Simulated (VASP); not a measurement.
# GaN (F-43m) in VASP: a series of runs

The runs below take GaN through relaxation of cell and atoms, with HSE06, PBEsol-based screened hybrid with 25 % exact exchange.

Program: VASP 6.6.1. These are calculated values, not measurements. Logs are shortened: lines on timing, memory, paths and dates and some standing lists are left out, and cuts for length are marked.

## Step 1: The cell of the first run

Symmetry: F-43m, No. 216, cubic system. Conventional cell: a = 4.507 Å, b = 4.507 Å, c = 4.507 Å, α = 90.00°, β = 90.00°, γ = 90.00°. Ga (site symmetry -43m) has 4 N at 1.95 Å within 2.6 Å. N (site symmetry -43m) has 4 Ga at 1.95 Å within 2.6 Å.

## Step 2: Relaxation of cell and atoms, HSE06

Input file POSCAR:

```
GaN
1.0
    0.0000000000      2.2535006075      2.2535006075
    2.2535006075      0.0000000000      2.2535006075
    2.2535006075      2.2535006075      0.0000000000
Ga N
1 1
Direct
    0.0000000000      0.0000000000      0.0000000000
    0.2500000000      0.2500000000      0.2500000000
```

Input file INCAR.step1:

```
PREC = Accurate ; ENCUT = 600
EDIFF = 1E-5 ; ISMEAR = -1
SIGMA = 0.05 ; LREAL = False
LASPH = True ; NELM = 60
ALGO = Normal ; LWAVE = True
LCHARG = False ; GGA = PE
NBANDS = 16
```

Input file INCAR.step2:

```
PREC = Accurate ; ENCUT = 600
EDIFF = 1E-6 ; ISMEAR = -1
SIGMA = 0.05 ; LREAL = False
LASPH = True ; NELM = 60
ALGO = Normal ; ISIF = 3
LWAVE = False ; LCHARG = False
GGA = PE ; LHFCALC = True
HFSCREEN = 0.2079 ; PRECFOCK = Normal
IBRION = 2 ; NSW = 60
EDIFFG = -0.01 ; ISTART = 1
```

Input file KPOINTS:

```
Automatic mesh
0
Gamma
  5 5 5
```

Potentials or basis: VASP PAW PBE potentials, release 64 (Ga_d, N).

Started as:

```sh
> cat potpaw_PBE.64/Ga_d/POTCAR potpaw_PBE.64/N/POTCAR > POTCAR
> cp INCAR.step1 INCAR
> mpirun -np 1 vasp_std > vasp.out
> cp INCAR.step2 INCAR
> mpirun -np 1 vasp_std > vasp.out
```

OUTCAR:

```text
PREC = Accurate
   ENCUT = 600
   EDIFF = 1E-6
   ISMEAR = -1
   LREAL = False
   LASPH = True
   NELM = 60
   ISIF = 3
   GGA = PE
   LHFCALC = True
   HFSCREEN = 0.2079
   PRECFOCK = Normal
   IBRION = 2
   NSW = 60
   EDIFFG = -0.01
   ISTART = 1

 ion  position               nearest neighbor table
   1  0.000  0.000  0.000-   2 1.95   2 1.95   2 1.95   2 1.95
   2  0.250  0.250  0.250-   1 1.95   1 1.95   1 1.95   1 1.95

  LATTYP: Found a face centered cubic cell.
 ALAT       =     4.5070012150

  Lattice vectors:

 A1 = (   0.0000000000,   2.2535006075,   2.2535006075)
 A2 = (   2.2535006075,   0.0000000000,   2.2535006075)
 A3 = (   2.2535006075,   2.2535006075,   0.0000000000)

Analysis of symmetry for initial positions (statically):
=====================================================================
 Subroutine PRICEL returns:
 Original cell was already a primitive cell.

 Routine SETGRP: Setting up the symmetry group for a
 face centered cubic supercell.

 Subroutine GETGRP returns: Found 24 space group operations
 (whereof 24 operations were pure point group operations)
 out of a pool of 48 trial point group operations.

The static configuration has the point symmetry T_d .

Analysis of symmetry for dynamics (positions and initial velocities):
=====================================================================
 Subroutine PRICEL returns:
 Original cell was already a primitive cell.

 Routine SETGRP: Setting up the symmetry group for a
 face centered cubic supercell.

 Subroutine GETGRP returns: Found 24 space group operations
 (whereof 24 operations were pure point group operations)
 out of a pool of 48 trial point group operations.

The dynamic configuration has the point symmetry T_d .

 Subroutine INISYM returns: Found 24 space group operations
 (whereof 24 operations are pure point group operations),
 and found     1 'primitive' translations

----------------------------------------------------------------------------------------

                                     Primitive cell

  volume of cell :      22.8877

  direct lattice vectors                    reciprocal lattice vectors
     0.000000000  2.253500607  2.253500607    -0.221877020  0.221877020  0.221877020
     2.253500607  0.000000000  2.253500607     0.221877020 -0.221877020  0.221877020
     2.253500607  2.253500607  0.000000000     0.221877020  0.221877020 -0.221877020

  length of vectors
     3.186931122  3.186931122  3.186931122     0.384302272  0.384302272  0.384302272

  position of ions in fractional coordinates (direct lattice)
     0.000000000  0.000000000  0.000000000
     0.250000000  0.250000000  0.250000000

  ion indices of the primitive-cell ions
   primitive index   ion index
                 1           1
                 2           2

----------------------------------------------------------------------------------------

 KPOINTS: Automatic mesh

Automatic generation of k-mesh.
 Grid dimensions read from file:
 generate k-points for:    5    5    5

 Generating k-lattice:

  Cartesian coordinates                     Fractional coordinates (reciprocal lattice)
    -0.044375404  0.044375404  0.044375404     0.200000000  0.000000000  0.000000000
     0.044375404 -0.044375404  0.044375404     0.000000000  0.200000000  0.000000000
     0.044375404  0.044375404 -0.044375404     0.000000000  0.000000000  0.200000000

  Length of vectors
     0.076860454  0.076860454  0.076860454

  Shift w.r.t. Gamma in fractional coordinates (k-lattice)
     0.000000000  0.000000000  0.000000000

 Subroutine IBZKPT returns following result:
 ===========================================

 Found     10 irreducible k-points:

 Following reciprocal coordinates:
            Coordinates               Weight
  0.000000  0.000000  0.000000      1.000000
  0.200000  0.000000  0.000000      8.000000
  0.400000  0.000000  0.000000      8.000000
  0.200000  0.200000  0.000000      6.000000
  0.400000  0.200000  0.000000     24.000000
 -0.400000  0.200000  0.000000     24.000000
 -0.200000  0.200000  0.000000     12.000000
  0.400000  0.400000  0.000000      6.000000
 -0.400000  0.400000  0.000000     12.000000
 -0.400000  0.400000  0.200000     24.000000
   k-points           NKPTS =     10   k-points in BZ     NKDIM =    125   number of bands    NBANDS=     13
   number of dos      NEDOS =    301   number of ions     NIONS =      2
   total plane-waves  NPLWV =  21952
   dimension x,y,z NGX =    28 NGY =   28 NGZ =   28
   dimension x,y,z NGXF=    56 NGYF=   56 NGZF=   56
   ions per type =               1   1
   NGX,Y,Z   is equivalent  to a cutoff of  14.61, 14.61, 14.61 a.u.
   NGXF,Y,Z  is equivalent  to a cutoff of  29.21, 29.21, 29.21 a.u.
 SYSTEM =  unknown system
   PREC   = accura    normal or accurate (medium, high low for compatibility)
   ISTART =      1    job   : 0-new  1-cont  2-samecut
   ICHARG =      0    charge: 1-file 2-atom 10-const
   ISPIN  =      1    spin polarized calculation?
   LNONCOLLINEAR =      F non collinear calculations
   LSORBIT =      F    spin-orbit coupling
   LASPH  =      T    aspherical Exc in radial PAW
   ENCUT  =  600.0 eV  44.10 Ry    6.64 a.u.   6.37  6.37  6.37*2*pi/ulx,y,z
   NELM   =     60;   NELMIN=  2; NELMDL=  0     # of ELM steps
   EDIFF  = 0.1E-05   stopping-criterion for ELM
   LREAL  =      F    real-space projection
   EDIFFG = -.1E-01   stopping-criterion for IOM
   NSW    =     60    number of steps for IOM
   IBRION =      2    ionic relax: 0-MD 1-quasi-New 2-CG
   NFREE  =      1    steps in history (QN), initial steepest desc. (CG)
   ISIF   =      3    stress and relaxation
   ISYM   =      3    0-nonsym 1-usesym 2-fastsym
   POTIM  = 0.5000    time-step for ionic-motion
   TEBEG  =    0.0;   TEEND  =   0.0 temperature during run
   PSTRESS=    0.0 pullay stress
   NELECT =      18.0000    total number of electrons
   NUPDOWN=      -1.0000    fix difference up-down
   EMIN   =  10.00;   EMAX   =-10.00  energy-range for DOS
   EFERMI =   0.00;   METHOD = LEGACY
   ISMEAR =    -1;   SIGMA  =   0.05  broadening in eV -4-tet -1-fermi 0-gaus
   EFERMI_NEDOS =   21; number of points for ismear=-14 and -15
   IALGO  =     38    algorithm
   IMIX   =      1    mixing-type and parameters
     AMIX     =   0.40;   BMIX     =  1.00
     AMIX_MAG =   1.60;   BMIX_MAG =  1.00
  volume/ion in A,a.u.               =      11.44        77.23
  Fermi-wavevector in a.u.,A,eV,Ry     =   1.511117  2.855596 31.068543  2.283473
  Thomas-Fermi vector in A             =   2.621216
   LORBIT       =      0    0 simple, 1 ext, 2 COOP (PROOUT), +10 PAW based schemes
   GGA     = PE    functional components
   LHFCALC =     T    Hartree Fock is set to
   PRECFOCK=normal    Normal, Fast or Accurate (Low or Medium for compatibility)
   ENCUT4O =  -1.0   cutoff for four orbital integrals eV
   NKREDX  =     1    reduce k-point grid by
   NKREDY  =     1    reduce k-point grid by
   NKREDZ  =     1    reduce k-point grid by
   AEXX    =    0.2500 exact exchange contribution
   HFSCREEN=    0.2079 screening length (either q_TF or 0.3 A-1)
   HFSCREENC=   0.2079 screening length for correlation (either q_TF or 0.3 A-1)
   ENCUTFOCK=  -1.0 apply spherical cutoff to Coloumb kernel
   IVDW    =     0    specifies the selected vdW correction
   LEPSILON=     F    determine dielectric tensor
   LRPA    =     F    only Hartree local field effects (RPA)
 conjugate gradient relaxation of ions
 non-spin polarized calculation
  energy-cutoff  :      600.00
  volume of cell :       22.89
 maximum number of plane-waves:       785
 NGX is ok and might be reduce to    28
  NGX = 20; NGY = 20; NGZ = 20

--------------------------------------- Ionic step        1  -------------------------------------------

 number of electron      18.0000005 magnetization

 Free energy of the ion-electron system (eV)
  ---------------------------------------------------
  ext. energy  EPLUGINS =         0.00000000
  ---------------------------------------------------
  free energy    TOTEN  =       -14.72872530 eV

  energy without entropy =      -14.72872530  energy(sigma->0) =      -14.72872530

------------------------ aborting loop because EDIFF is reached ----------------------------------------

  FORCE on cell =-STRESS in cart. coord.  units (eV):
  Direction    XX          YY          ZZ          XY          YZ          ZX
  --------------------------------------------------------------------------------------
  -------------------------------------------------------------------------------------
  Total       -0.1926634     -0.1926634     -0.1926634      0.0000000     -0.0000000      0.0000000
  in kB      -13.4867319    -13.4867319    -13.4867319      0.0000000     -0.0000000      0.0000000
  external PRESSURE =     -13.4867319 kB  Pullay stress =       0.0000000 kB

 VOLUME and BASIS-vectors are now :
 -----------------------------------------------------------------------------
  energy-cutoff  :      600.00
  volume of cell :       22.89
      direct lattice vectors                 reciprocal lattice vectors
     0.000000000  2.253500607  2.253500607    -0.221877020  0.221877020  0.221877020
     2.253500607  0.000000000  2.253500607     0.221877020 -0.221877020  0.221877020
     2.253500607  2.253500607  0.000000000     0.221877020  0.221877020 -0.221877020
[... 37 lines left out ...]
 POSITION                                       TOTAL-FORCE (eV/Angst)
 -----------------------------------------------------------------------------------
      2.24303      4.48606      2.24303         0.000000      0.000000      0.000000
      1.12151      1.12151      1.12151        -0.000000     -0.000000     -0.000000
 -----------------------------------------------------------------------------------
    total drift:                                0.000013      0.000012      0.000004

  FREE ENERGIE OF THE ION-ELECTRON SYSTEM (eV)
  ---------------------------------------------------
  free  energy   TOTEN  =       -14.7288133644 eV

  energy  without entropy=      -14.7288133643  energy(sigma->0) =      -14.72881336

--------------------------------------- Ionic step        3  -------------------------------------------

 number of electron      18.0000004 magnetization

 Free energy of the ion-electron system (eV)
  ---------------------------------------------------
  ext. energy  EPLUGINS =         0.00000000
  ---------------------------------------------------
  free energy    TOTEN  =       -14.72945251 eV

  energy without entropy =      -14.72945251  energy(sigma->0) =      -14.72945251

 E-fermi :   5.5423     XC(G=0):  -9.5915

 val. band max:        4.5417360536   @ k =   0.0000   0.0000   0.0000
 cond. band min:       7.5823259763   @ k =   0.0000   0.0000   0.0000
 fundamental gap:      3.0405899227
 Fermi energy:         5.5423149416

 k-point     1 :       0.0000    0.0000    0.0000
  band No.  band energies     occupation
      1     -12.9594      2.00000
      2     -11.0380      2.00000
      3     -11.0380      2.00000
      4     -11.0380      2.00000
      5     -10.7148      2.00000
      6     -10.7148      2.00000
      7       4.5417      2.00000
      8       4.5417      2.00000
      9       4.5417      2.00000
     10       7.5823      0.00000
     11      16.5046      0.00000
     12      16.5046      0.00000
     13      16.5046      0.00000

 k-point     2 :       0.2000    0.0000    0.0000
  band No.  band energies     occupation
      1     -12.6243      2.00000
      2     -10.9941      2.00000
      3     -10.9941      2.00000
      4     -10.7352      2.00000
      5     -10.7155      2.00000
      6     -10.7155      2.00000
      7       1.4562      2.00000
      8       4.1425      2.00000
      9       4.1425      2.00000
     10       9.6024      0.00000
     11      15.2305      0.00000
[... 150 lines left out ...]
 POSITION                                       TOTAL-FORCE (eV/Angst)
 -----------------------------------------------------------------------------------
      0.00000     -0.00000      0.00000        -0.000000     -0.000000     -0.000000
      1.12397      1.12397      1.12397         0.000000      0.000000      0.000000
 -----------------------------------------------------------------------------------
    total drift:                                0.000004     -0.000002      0.000006

  FREE ENERGIE OF THE ION-ELECTRON SYSTEM (eV)
  ---------------------------------------------------
  free  energy   TOTEN  =       -14.7294525107 eV

  energy  without entropy=      -14.7294525106  energy(sigma->0) =      -14.72945251

 reached required accuracy - stopping structural energy minimisation
```

Wall time 61 min (1 thread of Oxide Virtual Turin-like, shared host); peak memory 0.24 GiB.

Results:

```
Free energy                           : -14.7295 eV
Relaxed volume                        : 11.36 Å³/atom
Relaxed cell                          : a = 3.179 Å, b = 3.179 Å, c = 3.179 Å, α = 60.00°, β = 60.00°, γ = 60.00°
Space group after relaxing (to 0.1 Å) : F-43m (No. 216)
Energy gained by relaxing             : 0.4 meV/atom
Ionic steps                           : 3
Pressure after relaxing               : -0.1 GPa
Band gap on the k mesh                : 3.04 eV
```

Step by step:
```
step  energy change (eV)  largest force (eV/Å)  pressure (GPa)  volume (Å³)
   1              0.0000                0.0000           -1.35        22.89
   2             -0.0001                0.0000            1.44        22.57
   3             -0.0007                0.0000           -0.09        22.72
```

Final structure:
```
Ga N
1.0
     0.00000    2.24795    2.24795
     2.24795    0.00000    2.24795
     2.24795    2.24795    0.00000
Ga N
1 1
Direct
  0.00000 0.00000 0.00000
  0.25000 0.25000 0.25000
```

Caveat: the k points lie up to 0.48 Å⁻¹ apart in the final cell; the PAW data sets were made with another functional, which shifts forces and pressure a little.

## Step 3: Relaxation of cell and atoms, PBEsol-based screened hybrid with 25 % exact exchange

POSCAR is that of step 2.

Input file INCAR.step1:

```
SYSTEM = GaN
PREC = Accurate
ENCUT = 600
EDIFF = 1E-5
ISMEAR = -1
SIGMA = 0.05
LREAL = .False.
LASPH = .True.
NELM = 60
ALGO = Normal
LWAVE = .True.
LCHARG = .False.
GGA = PE
NBANDS = 16
```

Input file INCAR.step2:

```
SYSTEM = GaN
PREC = Accurate
ENCUT = 600
EDIFF = 1E-6
ISMEAR = -1
SIGMA = 0.05
LREAL = .False.
LASPH = .True.
NELM = 60
ALGO = Normal
ISIF = 3
LWAVE = .False.
LCHARG = .False.
GGA = PS
LHFCALC = .True.
AEXX = 0.25
HFSCREEN = 0.207
PRECFOCK = Normal
IBRION = 2
NSW = 60
EDIFFG = -0.01
ISTART = 1
```

Input file KPOINTS:

```
Automatic mesh
0
Gamma
  5 5 5
  0 0 0
```

Potentials or basis: VASP PAW PBE potentials, release 64 (Ga_d, N).

Started as:

```sh
> cat potpaw_PBE.64/Ga_d/POTCAR potpaw_PBE.64/N/POTCAR > POTCAR
> cp INCAR.step1 INCAR
> mpirun -np 1 vasp_std > vasp.out
> cp INCAR.step2 INCAR
> mpirun -np 1 vasp_std > vasp.out
```

Wall time 37 min (1 thread of Oxide Virtual Turin-like, shared host); peak memory 0.24 GiB.

It converged, with:

```yaml
Free_energy: -15.4151 eV
Relaxed_volume: 11.12 Å³/atom
Relaxed_cell: a = 3.156 Å, b = 3.156 Å, c = 3.156 Å, α = 60.00°, β = 60.00°, γ = 60.00°
Space_group_after_relaxing_to_0.1_Å: F-43m (No. 216)
Energy_gained_by_relaxing: 5.9 meV/atom
Ionic_steps: 3
Pressure_after_relaxing: -0.1 GPa
Band_gap_on_the_k_mesh: 3.16 eV
```

Step by step:
| step | energy change (eV) | largest force (eV/Å) | pressure (GPa) | volume (Å³) |
| --- | --- | --- | --- | --- |
| 1 | 0.0000 | 0.0000 | -5.64 | 22.89 |
| 2 | 0.0016 | 0.0000 | 6.81 | 21.58 |
| 3 | -0.0118 | 0.0000 | -0.13 | 22.24 |

Final structure:
```
CELL_PARAMETERS angstrom
0.00000 2.23194 2.23194
2.23194 0.00000 2.23194
2.23194 2.23194 0.00000
ATOMIC_POSITIONS crystal
Ga 0.00000 0.00000 0.00000
N 0.25000 0.25000 0.25000
```

Levels at points of the mesh, in eV from the valence-band top:
| k point | band 5 | band 6 | band 7 | band 8 | band 9 | band 10 | band 11 | band 12 | band 13 |
| --- | --- | --- | --- | --- | --- | --- | --- | --- | --- |
| (0.00, 0.00, 0.00) | -15.22 | -15.22 | 0.00 | 0.00 | 0.00 | 3.16 | 12.03 | 12.03 | 12.03 |

Caveat: the k points lie up to 0.49 Å⁻¹ apart in the final cell; the PAW data sets were made with another functional, which shifts forces and pressure a little.
